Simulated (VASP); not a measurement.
Set up this calculation in VASP 6.6.1, as the native input.

- Task: relaxation of cell and atoms
- Functional: PBEsol
- Potentials or basis: VASP PAW PBE potentials, release 64 (Ga_d)
- Cutoff: 600 eV
- k mesh: 7 × 7 × 6
- Occupations: fermi-dirac, width 0.05 eV
- Spin: no spin polarisation
- Dipole correction: no
- Further INCAR settings: ALGO = Normal; EDIFF = 1e-07; IBRION = 2; EDIFFG = -0.02; NSW = 80; ISIF = 3

The structure of Ga lies in POSCAR:

```
Ga
1.0
    2.2615000000     -3.8305000000      0.0000000000
    2.2615000000      3.8305000000      0.0000000000
    0.0000000000      0.0000000000      4.5240000000
Ga
4
Direct
    0.3451000000      0.6549000000      0.4190000000
    0.1549000000      0.8451000000      0.9190000000
    0.6549000000      0.3451000000      0.5810000000
    0.8451000000      0.1549000000      0.0810000000
```

One way to write it, as run:

INCAR

```
SYSTEM = Ga
PREC = Accurate
ENCUT = 600
EDIFF = 1E-7
ISMEAR = -1
SIGMA = 0.05
LREAL = .FALSE.
LASPH = .TRUE.
NELM = 60
ALGO = Normal
ISIF = 3
LWAVE = .FALSE.
LCHARG = .FALSE.
GGA = PS
IBRION = 2
NSW = 80
EDIFFG = -0.02
```

KPOINTS

```
Automatic mesh
0
G
  7 7 6
  0 0 0
```

Potentials or basis: VASP PAW PBE potentials, release 64 (Ga_d).

Command:

```bash
$ cat potpaw_PBE.64/Ga_d/POTCAR > POTCAR
$ mpirun -np 1 vasp_std > vasp.out
```

It gave:

| Quantity | Value |
| --- | --- |
| Relaxed volume | 19.00 Å³/atom |
| Relaxed cell | a = 4.393 Å, b = 4.393 Å, c = 4.537 Å, α = 90.00°, β = 90.00°, γ = 119.79° |
| Space group after relaxing (to 0.1 Å) | Cmce (No. 64) |
| Energy gained by relaxing | 4.5 meV/atom |
| Ionic steps | 5 |
| Pressure after relaxing | 0.1 GPa |
| Largest force after relaxing | 0.012 eV/Å |
| Band gap on the k mesh | zero (bands 26 and 27 overlap by 1.20 eV) |

Caveat: the PAW data sets were made with another functional, which shifts forces and pressure a little.

Wall time 11 min on 1 thread of Intel(R) Xeon(R) Platinum 8259CL CPU @ 2.50GHz (Skylake/Cascade Lake), with other jobs on the host, peak memory 0.29 GiB.
